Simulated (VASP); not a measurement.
# WSe2 in VASP: single point with PBEsol+D3(BJ)

Aim: the single point of WSe2 with PBEsol+D3(BJ).

Everything below comes from runs of VASP 6.6.1. Logs are shortened: lines on timing, memory, paths and dates and some standing lists are left out, and cuts for length are marked.

## 1. The cell of the first run

The cell holds a slab with vacuum, 3 atoms: a = 3.318 Å, b = 3.468 Å, c = 16.658 Å, α = 90.00°, β = 90.00°, γ = 118.58°.

## 2. Single point, PBEsol+D3(BJ) (strain +0.0600 x Voigt [0, 1, 0, 0, 0, 0])

Contents of INCAR:

```
  PREC = Accurate
  ENCUT = 520
  EDIFF = 1E-7
  ISMEAR = 0
  SIGMA = 0.05
  LREAL = False
  LASPH = True
  NELM = 80
  ALGO = Normal
  ISIF = 2
  LWAVE = False
  LCHARG = False
  GGA = PS
  IVDW = 12
  NBANDS = 20
```

Contents of KPOINTS:

```
Automatic mesh
0
Gamma
  12 12 2
```

Contents of POSCAR:

```
WSe2
1.0
    3.3179375931      0.0000000000      0.0000000000
   -1.6589687966      3.0458233384      0.0000000000
    0.0000000000      0.0000000000     16.6581424200
W Se
1 2
Direct
    0.0000000000      0.0000000000      0.0000000000
    0.3333333333      0.6666666667      0.0997865200
    0.3333333333      0.6666666667      0.9002134800
```

Potentials or basis: VASP PAW PBE potentials, release 64 (W_sv, Se).

The run is started by

```console
> cat potpaw_PBE.64/W_sv/POTCAR potpaw_PBE.64/Se/POTCAR > POTCAR
> mpirun -np 1 vasp_std > vasp.out
```

OUTCAR:

```text
PREC = Accurate
   ENCUT = 520
   EDIFF = 1E-7
   ISMEAR = 0
   LREAL = False
   LASPH = True
   NELM = 80
   ISIF = 2
   GGA = PS
   IVDW = 12
 IVDW          = 12

 ion  position               nearest neighbor table
   1  0.000  0.000  0.000-   2 2.56   3 2.56   2 2.56   3 2.56   2 2.62   3 2.62
   2  0.333  0.667  0.100-   1 2.56   1 2.56   1 2.62
   3  0.333  0.667  0.900-   1 2.56   1 2.56   1 2.62

  LATTYP: Found a base centered orthorhombic cell.
 ALAT       =     3.3179375931
 B/A-ratio  =     1.8359738560
 C/A-ratio  =     5.0206316281

  Lattice vectors:

 A1 = (   1.6589687966,  -3.0458233384,   0.0000000000)
 A2 = (   1.6589687965,   3.0458233384,   0.0000000000)
 A3 = (   0.0000000000,   0.0000000000,  16.6581424200)

Analysis of symmetry for initial positions (statically):
=====================================================================
 Subroutine PRICEL returns:
 Original cell was already a primitive cell.

 Routine SETGRP: Setting up the symmetry group for a
 base centered orthorhombic supercell.

 Subroutine GETGRP returns: Found  4 space group operations
 (whereof  4 operations were pure point group operations)
 out of a pool of  8 trial point group operations.

The static configuration has the point symmetry C_2v.

Analysis of symmetry for dynamics (positions and initial velocities):
=====================================================================
 Subroutine PRICEL returns:
 Original cell was already a primitive cell.

 Routine SETGRP: Setting up the symmetry group for a
 base centered orthorhombic supercell.

 Subroutine GETGRP returns: Found  4 space group operations
 (whereof  4 operations were pure point group operations)
 out of a pool of  8 trial point group operations.

The dynamic configuration has the point symmetry C_2v.

 Subroutine INISYM returns: Found  4 space group operations
 (whereof  4 operations are pure point group operations),
 and found     1 'primitive' translations

----------------------------------------------------------------------------------------

                                     Primitive cell

  volume of cell :     168.3447

  direct lattice vectors                    reciprocal lattice vectors
     3.317937593  0.000000000  0.000000000     0.301392046  0.164159225  0.000000000
    -1.658968797  3.045823338  0.000000000     0.000000000  0.328318451  0.000000000
     0.000000000  0.000000000 16.658142420     0.000000000  0.000000000  0.060030703

  length of vectors
     3.317937593  3.468316202 16.658142420     0.343198801  0.328318451  0.060030703

  position of ions in fractional coordinates (direct lattice)
     0.000000000  0.000000000  0.000000000
     0.333333333  0.666666667  0.099786520
     0.333333333  0.666666667  0.900213480

  ion indices of the primitive-cell ions
   primitive index   ion index
                 1           1
                 2           2
                 3           3

----------------------------------------------------------------------------------------

 KPOINTS: Automatic mesh

Automatic generation of k-mesh.
 Grid dimensions read from file:
 generate k-points for:   12   12    2

 Generating k-lattice:

  Cartesian coordinates                     Fractional coordinates (reciprocal lattice)
     0.025116004  0.013679935  0.000000000     0.083333333  0.000000000  0.000000000
     0.000000000  0.027359871  0.000000000     0.000000000  0.083333333  0.000000000
     0.000000000  0.000000000  0.030015351     0.000000000  0.000000000  0.500000000

  Length of vectors
     0.028599900  0.027359871  0.030015351

  Shift w.r.t. Gamma in fractional coordinates (k-lattice)
     0.000000000  0.000000000  0.000000000

 Subroutine IBZKPT returns following result:
 ===========================================

 Found     86 irreducible k-points:

 Following reciprocal coordinates:
            Coordinates               Weight
  0.000000  0.000000  0.000000      1.000000
  0.083333  0.000000  0.000000      4.000000
  0.166667  0.000000  0.000000      4.000000
  0.250000  0.000000  0.000000      4.000000
  0.333333  0.000000  0.000000      4.000000
  0.416667 -0.000000  0.000000      4.000000
[... 16 lines left out ...]
  0.333333  0.166667  0.000000      4.000000
  0.416667  0.166667  0.000000      4.000000
 [... further k-points ...]
   k-points           NKPTS =     86   k-points in BZ     NKDIM =     86   number of bands    NBANDS=     20
   number of dos      NEDOS =    301   number of ions     NIONS =      3
   total plane-waves  NPLWV =  98784
   dimension x,y,z NGX =    28 NGY =   28 NGZ =  126
   dimension x,y,z NGXF=    56 NGYF=   56 NGZF=  252
   ions per type =               1   2
   NGX,Y,Z   is equivalent  to a cutoff of  14.03, 13.42, 12.57 a.u.
   NGXF,Y,Z  is equivalent  to a cutoff of  28.06, 26.84, 25.15 a.u.
 SYSTEM =  unknown system
   PREC   = accura    normal or accurate (medium, high low for compatibility)
   ISTART =      0    job   : 0-new  1-cont  2-samecut
   ICHARG =      2    charge: 1-file 2-atom 10-const
   ISPIN  =      1    spin polarized calculation?
   LNONCOLLINEAR =      F non collinear calculations
   LSORBIT =      F    spin-orbit coupling
   LASPH  =      T    aspherical Exc in radial PAW
   ENCUT  =  520.0 eV  38.22 Ry    6.18 a.u.   6.17  6.45 30.97*2*pi/ulx,y,z
   NELM   =     80;   NELMIN=  2; NELMDL= -5     # of ELM steps
   EDIFF  = 0.1E-06   stopping-criterion for ELM
   LREAL  =      F    real-space projection
   EDIFFG = 0.1E-05   stopping-criterion for IOM
   NSW    =      0    number of steps for IOM
   IBRION =     -1    ionic relax: 0-MD 1-quasi-New 2-CG
   NFREE  =      0    steps in history (QN), initial steepest desc. (CG)
   ISIF   =      2    stress and relaxation
   ISYM   =      2    0-nonsym 1-usesym 2-fastsym
   POTIM  = 0.5000    time-step for ionic-motion
   TEBEG  =    0.0;   TEEND  =   0.0 temperature during run
   PSTRESS=    0.0 pullay stress
   NELECT =      26.0000    total number of electrons
   NUPDOWN=      -1.0000    fix difference up-down
   EMIN   =  10.00;   EMAX   =-10.00  energy-range for DOS
   EFERMI =   0.00;   METHOD = LEGACY
   ISMEAR =     0;   SIGMA  =   0.05  broadening in eV -4-tet -1-fermi 0-gaus
   EFERMI_NEDOS =   21; number of points for ismear=-14 and -15
   IALGO  =     38    algorithm
   IMIX   =      4    mixing-type and parameters
     AMIX     =   0.40;   BMIX     =  1.00
     AMIX_MAG =   1.60;   BMIX_MAG =  1.00
  volume/ion in A,a.u.               =      56.11       378.68
  Fermi-wavevector in a.u.,A,eV,Ry     =   0.878347  1.659835 10.496805  0.771493
  Thomas-Fermi vector in A             =   1.998421
   LORBIT       =      0    0 simple, 1 ext, 2 COOP (PROOUT), +10 PAW based schemes
   GGA     = PS    functional components
   LHFCALC =     F    Hartree Fock is set to
   AEXX    =    0.0000 exact exchange contribution
   IVDW    =    12    specifies the selected vdW correction
   LEPSILON=     F    determine dielectric tensor
   LRPA    =     F    only Hartree local field effects (RPA)
 non-spin polarized calculation
 Gauss-broadening in eV      SIGMA  =   0.05
  energy-cutoff  :      520.00
  volume of cell :      168.34
 maximum number of plane-waves:      4582
 NGX is ok and might be reduce to    28
   NGX = 13   NGY = 13   NGZ = 61

 number of electron      25.9999996 magnetization

 Free energy of the ion-electron system (eV)
  ---------------------------------------------------
  ext. energy  EPLUGINS =         0.00000000
  ---------------------------------------------------
  free energy    TOTEN  =       -23.01084642 eV

  energy without entropy =      -23.01084642  energy(sigma->0) =      -23.01084642

 E-fermi :  -0.8572     XC(G=0):  -4.6582

 val. band max:       -1.2463265070   @ k =   0.3333   0.3333   0.0000
 cond. band min:      -0.0005264134   @ k =   0.3333   0.3333   0.5000
 fundamental gap:      1.2458000937
 Fermi energy:        -0.8572030135

 k-point     1 :       0.0000    0.0000    0.0000
  band No.  band energies     occupation
      1     -75.3733      2.00000
      2     -39.5404      2.00000
      3     -39.5361      2.00000
      4     -39.4468      2.00000
      5     -15.6246      2.00000
      6     -14.4135      2.00000
[... 12 lines left out ...]
     19       3.8553      0.00000
     20       3.9065      0.00000

 k-point     2 :       0.0833    0.0000    0.0000
  band No.  band energies     occupation
      1     -75.3729      2.00000
      2     -39.5440      2.00000
      3     -39.5340      2.00000
      4     -39.4573      2.00000
      5     -15.5316      2.00000
      6     -14.3671      2.00000
[... 12 lines left out ...]
     19       4.0445      0.00000
     20       4.0828      0.00000

 k-point     3 :       0.1667    0.0000    0.0000
  band No.  band energies     occupation
      1     -75.3716      2.00000
      2     -39.5550      2.00000
      3     -39.5283      2.00000
      4     -39.4846      2.00000
      5     -15.2661      2.00000
      6     -14.2349      2.00000
[... 12 lines left out ...]
     19       4.4125      0.00000
     20       4.7395      0.00000

 k-point     4 :       0.2500    0.0000    0.0000
  band No.  band energies     occupation
      1     -75.3699      2.00000
      2     -39.5751      2.00000
      3     -39.5205      2.00000
      4     -39.5166      2.00000
      5     -14.8701      2.00000
      6     -14.0395      2.00000
[... 429 lines left out ...]
 k-point    23 :       0.3333    0.1667    0.0000
  band No.  band energies     occupation
      1     -75.3671      2.00000
      2     -39.6294      2.00000
      3     -39.5539      2.00000
      4     -39.5065      2.00000
      5     -13.9774      2.00000
      6     -13.6227      2.00000
[... 12 lines left out ...]
     19       6.0636      0.00000
     20       6.5532      0.00000

 k-point    24 :       0.4167    0.1667    0.0000
  band No.  band energies     occupation
      1     -75.3664      2.00000
      2     -39.6297      2.00000
      3     -39.5714      2.00000
      4     -39.5038      2.00000
      5     -13.8132      2.00000
      6     -13.5371      2.00000
[... 12 lines left out ...]
     19       6.3153      0.00000
     20       6.9192      0.00000

 [... further k-points ...]

------------------------ aborting loop because EDIFF is reached ----------------------------------------

 Edisp (eV)   -0.79173

 E8    (eV) :    -0.5504

  FORCE on cell =-STRESS in cart. coord.  units (eV):
  Direction    XX          YY          ZZ          XY          YZ          ZX
  --------------------------------------------------------------------------------------
  -------------------------------------------------------------------------------------
  Total      -3.39432    -6.49729    -2.37113     0.00000     0.00000     0.00000
  in kB     -32.30457   -61.83632   -22.56662     0.00000     0.00000     0.00000
  external pressure =      -38.90 kB  Pullay stress =        0.00 kB

 VOLUME and BASIS-vectors are now :
 -----------------------------------------------------------------------------
  energy-cutoff  :      520.00
  volume of cell :      168.34
      direct lattice vectors                 reciprocal lattice vectors
     3.317937593  0.000000000  0.000000000     0.301392046  0.164159225  0.000000000
    -1.658968797  3.045823338  0.000000000     0.000000000  0.328318451  0.000000000
     0.000000000  0.000000000 16.658142420     0.000000000  0.000000000  0.060030703

 POSITION                                       TOTAL-FORCE (eV/Angst)
 -----------------------------------------------------------------------------------
      0.00000      0.00000      0.00000        -0.000000      0.248059      0.000000
     -0.00000      2.03055      1.66226         0.000000     -0.124029     -0.703881
     -0.00000      2.03055     14.99588         0.000000     -0.124029      0.703881
 -----------------------------------------------------------------------------------
    total drift:                                0.000000     -0.000077      0.000000

  FREE ENERGIE OF THE ION-ELECTRON SYSTEM (eV)
  ---------------------------------------------------
  free  energy   TOTEN  =       -23.8025722011 eV

  energy  without entropy=      -23.8025722011  energy(sigma->0) =      -23.80257220
```

Wall time 17 min (1 thread of AMD EPYC 7R13, shared host); peak memory 0.47 GiB.

Results:

```yaml
Free_energy: -23.8026 eV
Largest_force: 0.715 eV/Å
Band_gap_on_the_k_mesh: 1.25 eV, direct
Dispersion_energy_per_atom: -0.264 eV
```

Forces on the atoms (eV/Å):
```
W    0.000  0.248  0.000
Se   0.000 -0.124 -0.704
Se   0.000 -0.124  0.704
```

Caveat: the cell differs from its parent crystal (strain +0.0600 x Voigt [0, 1, 0, 0, 0, 0]); the PAW data sets were made with another functional, which shifts forces and pressure a little; spin-orbit coupling is left out, which moves the levels of the heavy elements.
